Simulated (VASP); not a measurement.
# AlNi3 (Pm-3m) in VASP: settings compared

Aim: see how the results for AlNi3 move with the level of theory and the settings. Levels: PBEsol, r2SCAN, LDA. Tasks: single point.

Everything below comes from runs of VASP 6.6.1. Logs are shortened: lines on timing, memory, paths and dates and some standing lists are left out, and cuts for length are marked.

## 1. The cell of the first run

The structure is cubic, space group Pm-3m (No. 221). Conventional cell: a = 3.425 Å, b = 3.425 Å, c = 3.425 Å, α = 90.00°, β = 90.00°, γ = 90.00°. Ni (site symmetry 4/mmm) has 8 Ni at 2.42 Å and 4 Al at 2.42 Å within 3.2 Å. Al (site symmetry m-3m) has 12 Ni at 2.42 Å within 3.2 Å.

## 2. Single point, PBEsol, collinear spin, ferromagnetic start

The input, INCAR:

```
SYSTEM = AlNi3
PREC = Accurate
ENCUT = 520
EDIFF = 1E-7
ISMEAR = -1
SIGMA = 0.05
LREAL = .FALSE.
LASPH = .TRUE.
NELM = 150
ALGO = Normal
ISIF = 2
LWAVE = .FALSE.
LCHARG = .FALSE.
ISPIN = 2
MAGMOM = 1 1 1 0
LORBIT = 11
LMAXMIX = 4
GGA = PS
NBANDS = 28
```

The input, KPOINTS:

```
regular mesh
0
G
  8 8 8
  0 0 0
```

The input, POSCAR:

```
AlNi3
1.0
    3.4245679207      0.0000000000      0.0000000000
    0.0000000000      3.4245679207      0.0000000000
    0.0000000000      0.0000000000      3.4245679207
Ni Al
3 1
Direct
    0.5000000000      0.5000000000      0.0000000000
    0.5000000000      0.0000000000      0.5000000000
    0.0000000000      0.5000000000      0.5000000000
    0.0000000000      0.0000000000      0.0000000000
```

Potentials or basis: VASP PAW PBE potentials, release 64 (Ni, Al).

Run with:

```bash
> cat potpaw_PBE.64/Ni/POTCAR potpaw_PBE.64/Al/POTCAR > POTCAR
> mpirun -np 1 vasp_std > vasp.out
```

OUTCAR:

```text
SYSTEM = AlNi3
   PREC = Accurate
   ENCUT = 520
   EDIFF = 1E-7
   ISMEAR = -1
   LREAL = .FALSE.
   LASPH = .TRUE.
   NELM = 150
   ISIF = 2
   ISPIN = 2
   LORBIT = 11
   GGA = PS

 ion  position               nearest neighbor table
   1  0.500  0.500  0.000-   2 2.42   3 2.42   4 2.42   2 2.42   3 2.42   2 2.42   4 2.42   2 2.42
                             3 2.42   4 2.42   3 2.42   4 2.42
   2  0.500  0.000  0.500-   1 2.42   3 2.42   4 2.42   1 2.42   4 2.42   1 2.42   3 2.42   1 2.42
                             3 2.42   4 2.42   4 2.42   3 2.42
   3  0.000  0.500  0.500-   1 2.42   2 2.42   4 2.42   1 2.42   4 2.42   2 2.42   4 2.42   4 2.42
                             1 2.42   2 2.42   1 2.42   2 2.42
   4  0.000  0.000  0.000-   1 2.42   2 2.42   3 2.42   2 2.42   3 2.42   1 2.42   3 2.42   3 2.42
                             1 2.42   2 2.42   2 2.42   1 2.42

  LATTYP: Found a simple cubic cell.
 ALAT       =     3.4245679207

  Lattice vectors:

 A1 = (   3.4245679207,   0.0000000000,   0.0000000000)
 A2 = (   0.0000000000,   3.4245679207,   0.0000000000)
 A3 = (   0.0000000000,   0.0000000000,   3.4245679207)

Analysis of symmetry for initial positions (statically):
=====================================================================
 Subroutine PRICEL returns:
 Original cell was already a primitive cell.

 Routine SETGRP: Setting up the symmetry group for a
 simple cubic supercell.

 Subroutine GETGRP returns: Found 48 space group operations
 (whereof 48 operations were pure point group operations)
 out of a pool of 48 trial point group operations.

The static configuration has the point symmetry O_h .

Analysis of symmetry for dynamics (positions and initial velocities):
=====================================================================
 Subroutine PRICEL returns:
 Original cell was already a primitive cell.

 Routine SETGRP: Setting up the symmetry group for a
 simple cubic supercell.

 Subroutine GETGRP returns: Found 48 space group operations
 (whereof 48 operations were pure point group operations)
 out of a pool of 48 trial point group operations.

The dynamic configuration has the point symmetry O_h .

Analysis of structural, dynamic, and magnetic symmetry:
=====================================================================
 Subroutine PRICEL returns:
 Original cell was already a primitive cell.

 Routine SETGRP: Setting up the symmetry group for a
 simple cubic supercell.

 Subroutine GETGRP returns: Found 48 space group operations
 (whereof 48 operations were pure point group operations)
 out of a pool of 48 trial point group operations.

The overall configuration has the point symmetry O_h .

 Subroutine INISYM returns: Found 48 space group operations
 (whereof 48 operations are pure point group operations),
 and found     1 'primitive' translations

----------------------------------------------------------------------------------------

                                     Primitive cell

  volume of cell :      40.1622

  direct lattice vectors                    reciprocal lattice vectors
     3.424567921  0.000000000  0.000000000     0.292007641  0.000000000  0.000000000
     0.000000000  3.424567921  0.000000000     0.000000000  0.292007641  0.000000000
     0.000000000  0.000000000  3.424567921     0.000000000  0.000000000  0.292007641

  length of vectors
     3.424567921  3.424567921  3.424567921     0.292007641  0.292007641  0.292007641

  position of ions in fractional coordinates (direct lattice)
     0.500000000  0.500000000  0.000000000
     0.500000000  0.000000000  0.500000000
     0.000000000  0.500000000  0.500000000
     0.000000000  0.000000000  0.000000000

  ion indices of the primitive-cell ions
   primitive index   ion index
                 1           1
                 2           2
                 3           3
                 4           4

----------------------------------------------------------------------------------------

 KPOINTS: regular mesh

Automatic generation of k-mesh.
 Grid dimensions read from file:
 generate k-points for:    8    8    8

 Generating k-lattice:

  Cartesian coordinates                     Fractional coordinates (reciprocal lattice)
     0.036500955  0.000000000  0.000000000     0.125000000  0.000000000  0.000000000
     0.000000000  0.036500955  0.000000000     0.000000000  0.125000000  0.000000000
     0.000000000  0.000000000  0.036500955     0.000000000  0.000000000  0.125000000

  Length of vectors
     0.036500955  0.036500955  0.036500955

  Shift w.r.t. Gamma in fractional coordinates (k-lattice)
     0.000000000  0.000000000  0.000000000

 Subroutine IBZKPT returns following result:
 ===========================================

 Found     35 irreducible k-points:

 Following reciprocal coordinates:
            Coordinates               Weight
  0.000000  0.000000  0.000000      1.000000
  0.125000  0.000000  0.000000      6.000000
  0.250000  0.000000  0.000000      6.000000
  0.375000  0.000000  0.000000      6.000000
  0.500000  0.000000  0.000000      3.000000
  0.125000  0.125000  0.000000     12.000000
[... 16 lines left out ...]
  0.375000  0.375000  0.125000     24.000000
  0.500000  0.375000  0.125000     24.000000
 [... further k-points ...]
   k-points           NKPTS =     35   k-points in BZ     NKDIM =     35   number of bands    NBANDS=     28
   number of dos      NEDOS =    301   number of ions     NIONS =      4
   total plane-waves  NPLWV =  21952
   dimension x,y,z NGX =    28 NGY =   28 NGZ =   28
   dimension x,y,z NGXF=    56 NGYF=   56 NGZF=   56
   ions per type =               3   1
   NGX,Y,Z   is equivalent  to a cutoff of  13.59, 13.59, 13.59 a.u.
   NGXF,Y,Z  is equivalent  to a cutoff of  27.19, 27.19, 27.19 a.u.
 SYSTEM =  AlNi3
   PREC   = accura    normal or accurate (medium, high low for compatibility)
   ISTART =      0    job   : 0-new  1-cont  2-samecut
   ICHARG =      2    charge: 1-file 2-atom 10-const
   ISPIN  =      2    spin polarized calculation?
   LNONCOLLINEAR =      F non collinear calculations
   LSORBIT =      F    spin-orbit coupling
   LASPH  =      T    aspherical Exc in radial PAW
   ENCUT  =  520.0 eV  38.22 Ry    6.18 a.u.   6.37  6.37  6.37*2*pi/ulx,y,z
   NELM   =    150;   NELMIN=  2; NELMDL= -5     # of ELM steps
   EDIFF  = 0.1E-06   stopping-criterion for ELM
   LREAL  =      F    real-space projection
   EDIFFG = 0.1E-05   stopping-criterion for IOM
   NSW    =      0    number of steps for IOM
   IBRION =     -1    ionic relax: 0-MD 1-quasi-New 2-CG
   NFREE  =      0    steps in history (QN), initial steepest desc. (CG)
   ISIF   =      2    stress and relaxation
   ISYM   =      2    0-nonsym 1-usesym 2-fastsym
   POTIM  = 0.5000    time-step for ionic-motion
   TEBEG  =    0.0;   TEEND  =   0.0 temperature during run
   PSTRESS=    0.0 pullay stress
   NELECT =      33.0000    total number of electrons
   NUPDOWN=      -1.0000    fix difference up-down
   EMIN   =  10.00;   EMAX   =-10.00  energy-range for DOS
   EFERMI =   0.00;   METHOD = LEGACY
   ISMEAR =    -1;   SIGMA  =   0.05  broadening in eV -4-tet -1-fermi 0-gaus
   EFERMI_NEDOS =   21; number of points for ismear=-14 and -15
   IALGO  =     38    algorithm
   IMIX   =      4    mixing-type and parameters
     AMIX     =   0.40;   BMIX     =  1.00
     AMIX_MAG =   1.60;   BMIX_MAG =  1.00
  volume/ion in A,a.u.               =      10.04        67.76
  Fermi-wavevector in a.u.,A,eV,Ry     =   1.533347  2.897605 31.989366  2.351152
  Thomas-Fermi vector in A             =   2.640426
   LORBIT       =     11    0 simple, 1 ext, 2 COOP (PROOUT), +10 PAW based schemes
   GGA     = PS    functional components
   LHFCALC =     F    Hartree Fock is set to
   AEXX    =    0.0000 exact exchange contribution
   IVDW    =     0    specifies the selected vdW correction
   LEPSILON=     F    determine dielectric tensor
   LRPA    =     F    only Hartree local field effects (RPA)
 spin polarized calculation
  energy-cutoff  :      520.00
  volume of cell :       40.16
 maximum number of plane-waves:      1108
 NGX is ok and might be reduce to    28
   NGX = 13   NGY = 13   NGZ = 13

 number of electron      32.9999988 magnetization       0.5009761

 Free energy of the ion-electron system (eV)
  ---------------------------------------------------
  ext. energy  EPLUGINS =         0.00000000
  ---------------------------------------------------
  free energy    TOTEN  =       -24.10432111 eV

  energy without entropy =      -24.07240605  energy(sigma->0) =      -24.08836358

 E-fermi :  10.9848     XC(G=0): -13.4761

 val. band max:       10.9764169442   @ k =   0.3750   0.3750   0.2500
 cond. band min:      10.9889833581   @ k =   0.5000   0.5000   0.3750
 fundamental gap:      0.0125664139
 Fermi energy:        10.9847542880

 spin component 1

 k-point     1 :       0.0000    0.0000    0.0000
  band No.  band energies     occupation
      1       0.2121      1.00000
      2       5.9868      1.00000
      3       6.7497      1.00000
      4       6.7497      1.00000
      5       7.1806      1.00000
      6       7.1806      1.00000
[... 20 lines left out ...]
     27      25.9966      0.00000
[... 691 lines left out ...]
      6       7.9329      1.00000
[... 20 lines left out ...]
     27      26.7584      0.00000
     28      27.1641      0.00000

 [... further k-points ...]

 spin component 2

 k-point     1 :       0.0000    0.0000    0.0000
  band No.  band energies     occupation
      1       0.1997      1.00000
      2       6.0528      1.00000
      3       6.8558      1.00000
      4       6.8558      1.00000
      5       7.3687      1.00000
      6       7.3687      1.00000
[... 20 lines left out ...]
     27      26.0028      0.00000
[... 691 lines left out ...]
      6       8.0901      1.00000
[... 20 lines left out ...]
     27      26.7442      0.00000
     28      27.1911      0.00000

 [... further k-points ...]
[... 5 lines left out ...]
  --------------------------------------------------------------------------------------
  -------------------------------------------------------------------------------------
  Total        5.0046174      5.0046174      5.0046174     -0.0000000     -0.0000000     -0.0000000
  in kB      199.6476071    199.6476071    199.6476071     -0.0000000     -0.0000000     -0.0000000
  external PRESSURE =     199.6476071 kB  Pullay stress =       0.0000000 kB

 VOLUME and BASIS-vectors are now :
 -----------------------------------------------------------------------------
  energy-cutoff  :      520.00
  volume of cell :       40.16
      direct lattice vectors                 reciprocal lattice vectors
     3.424567921  0.000000000  0.000000000     0.292007641  0.000000000  0.000000000
     0.000000000  3.424567921  0.000000000     0.000000000  0.292007641  0.000000000
     0.000000000  0.000000000  3.424567921     0.000000000  0.000000000  0.292007641

 POSITION                                       TOTAL-FORCE (eV/Angst)
 -----------------------------------------------------------------------------------
      1.71228      1.71228      0.00000         0.000000      0.000000      0.000000
      1.71228      0.00000      1.71228         0.000000      0.000000      0.000000
      0.00000      1.71228      1.71228         0.000000      0.000000      0.000000
      0.00000      0.00000      0.00000         0.000000      0.000000      0.000000
 -----------------------------------------------------------------------------------
    total drift:                                0.000000      0.000000      0.000000

  FREE ENERGIE OF THE ION-ELECTRON SYSTEM (eV)
  ---------------------------------------------------
  free  energy   TOTEN  =       -24.1043211092 eV

  energy  without entropy=      -24.0724060466  energy(sigma->0) =      -24.08836358

 total charge

# of ion       s       p       d       tot
------------------------------------------
    1        0.551   0.635   8.447   9.633
    2        0.551   0.635   8.447   9.633
    3        0.551   0.635   8.447   9.633
    4        0.422   0.443   0.000   0.865
--------------------------------------------------
tot          2.077   2.349  25.340  29.766

 magnetization (x)

# of ion       s       p       d       tot
------------------------------------------
    1       -0.002  -0.006   0.182   0.174
    2       -0.002  -0.006   0.182   0.174
    3       -0.002  -0.006   0.182   0.174
    4       -0.001  -0.006   0.000  -0.006
--------------------------------------------------
tot         -0.007  -0.024   0.547   0.517
```

Run time: 91 s. Hardware: 1 thread of AMD EPYC 7R43 (Zen 3), shared host; peak memory 0.16 GiB.

Results:

```
Free energy                                           : -24.1043 eV
Pressure                                              : 20.0 GPa
Net moment                                            : 0.50 μB per cell
Site moments                                          : Ni +0.17; Al -0.01 μB
Valence electrons inside the program's atomic spheres : Ni 9.63; Al 0.86
```

Levels at points of the mesh, in eV from the Fermi level:
Spin up:
| k point | band 15 | band 16 | band 17 | band 18 | band 19 | band 20 |
| --- | --- | --- | --- | --- | --- | --- |
| (0.00, 0.00, 0.00) | 0.06 | 0.06 | 0.90 | 0.90 | 0.90 | 7.25 |
| (0.50, 0.00, 0.00) | -1.13 | -0.49 | 0.06 | 5.97 | 5.97 | 6.16 |
| (0.50, 0.50, 0.00) | -1.04 | -1.03 | -0.62 | 1.10 | 1.10 | 8.74 |
| (0.50, 0.50, 0.50) | -1.17 | -0.39 | -0.16 | -0.16 | -0.16 | 4.24 |
Spin down:
```
           k point  band 13  band 14  band 15  band 16  band 17  band 18  band 19  band 20
(0.00, 0.00, 0.00)     0.00     0.35     0.35     0.35     0.88     0.88     0.88     7.32
(0.50, 0.00, 0.00)    -1.12    -1.12    -0.96    -0.35     0.35     6.01     6.01     6.20
(0.50, 0.50, 0.00)    -1.32    -1.24    -0.90    -0.76    -0.52     1.29     1.29     8.78
(0.50, 0.50, 0.50)    -1.33    -1.03    -1.03    -0.39     0.09     0.09     0.09     4.31
```

Caveat: the PAW data sets were made with another functional, which shifts forces and pressure a little.

## 3. Single point, PBEsol, collinear spin, ferromagnetic start

This run uses another cell than the first one, of 10.42 Å³/atom, 1.038 times its volume.

The input, INCAR:

```
SYSTEM = AlNi3
PREC = Accurate ; ENCUT = 520
EDIFF = 1E-6 ; ISMEAR = -1
SIGMA = 0.05 ; LREAL = .FALSE.
LASPH = .TRUE. ; NELM = 150
ALGO = Fast ; ISIF = 2
LWAVE = .FALSE. ; LCHARG = .FALSE.
ISPIN = 2 ; MAGMOM = 1 1 1 0
LORBIT = 11 ; LMAXMIX = 4
GGA = PS ; NBANDS = 28
```

The input, KPOINTS:

```
Automatic mesh
0
G
  8 8 8
  0 0 0
```

The input, POSCAR:

```
AlNi3
1.0
    3.4674714275      0.0000000000      0.0000000000
    0.0000000000      3.4674714275      0.0000000000
    0.0000000000      0.0000000000      3.4674714275
Ni Al
3 1
Direct
    0.5000000000      0.5000000000      0.0000000000
    0.5000000000      0.0000000000      0.5000000000
    0.0000000000      0.5000000000      0.5000000000
    0.0000000000      0.0000000000      0.0000000000
```

Potentials or basis: VASP PAW PBE potentials, release 64 (Ni, Al).

Run with:

```bash
> cat potpaw_PBE.64/Ni/POTCAR potpaw_PBE.64/Al/POTCAR > POTCAR
> mpirun -np 1 vasp_std > vasp.out
```

It took 88 s on 1 thread of AMD EPYC 7R43 (Zen 3), shared host; peak memory 0.17 GiB.

It converged, with:

| Property | Result |
| --- | --- |
| Free energy | -24.2459 eV |
| Pressure | 10.0 GPa |
| Net moment | 0.56 μB per cell |
| Site moments | Ni +0.20; Al -0.01 μB |
| Valence electrons inside the program's atomic spheres | Ni 9.55; Al 0.84 |

Levels at points of the mesh, in eV from the Fermi level:
Spin up:
```csv
k point,band 15,band 16,band 17,band 18,band 19,band 20
"(0.00, 0.00, 0.00)",0.02,0.02,0.89,0.89,0.89,7.02
"(0.50, 0.00, 0.00)",-1.09,-0.49,0.02,5.83,5.83,5.94
"(0.50, 0.50, 0.00)",-1.01,-1.00,-0.60,1.02,1.02,8.55
"(0.50, 0.50, 0.50)",-1.12,-0.33,-0.18,-0.18,-0.18,3.97
```
Spin down:
```tsv
k point	band 12	band 13	band 14	band 15	band 16	band 17	band 18	band 19	band 20	band 21
(0.00, 0.00, 0.00)	-0.40	0.01	0.34	0.34	0.34	0.87	0.87	0.87	7.09	7.09
(0.50, 0.00, 0.00)	-1.11	-1.05	-1.05	-0.91	-0.33	0.34	5.88	5.88	5.99	5.99
(0.50, 0.50, 0.00)	-1.24	-1.24	-1.17	-0.85	-0.70	-0.49	1.24	1.24	8.58	8.58
(0.50, 0.50, 0.50)	-1.25	-1.25	-0.98	-0.98	-0.33	0.10	0.10	0.10	4.04	4.59
```

Caveat: the PAW data sets were made with another functional, which shifts forces and pressure a little.

(Continued in part 2 of 2.)
